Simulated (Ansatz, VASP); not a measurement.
**Pt in VASP and in Ansatz**

```xyz
1
Lattice="0.0000 1.9852 1.9852 1.9852 0.0000 1.9852 1.9852 1.9852 0.0000" Properties=species:S:1:pos:R:3 pbc="T T T"
Pt    0.0000    0.0000    0.0000
```

Alike in both runs: task single point; functional PBE; k mesh 18 × 18 × 18; occupations gaussian, width 0.05 eV; no spin polarisation.

```csv
,VASP,Ansatz
version,VASP 6.6.1,Ansatz 0.2.0
potentials or method,"VASP PAW PBE potentials, release 64 (Pt), cutoff 520 eV","scalar-relativistic, plane waves, PAW"
valence electrons in the cell,10,18
```

VASP gave:

| Property | Result |
| --- | --- |
| gap on the k mesh at the Fermi level (eV) | none |
| pressure (GPa) | -0.6 |

**Question.** Estimate Ansatz's values.

**Answer.** gap on the k mesh at the Fermi level (eV): none; pressure (GPa): -0.1.

A gap of «none» marks a metal or a gap that the smearing closes. The functional is the same, so the differences come from potentials, cutoffs and numerics. VASP's potentials hold 10 valence electrons a cell and Ansatz's 18, so a difference there can come from the potentials and not from the codes.

Spin-orbit coupling is off throughout.
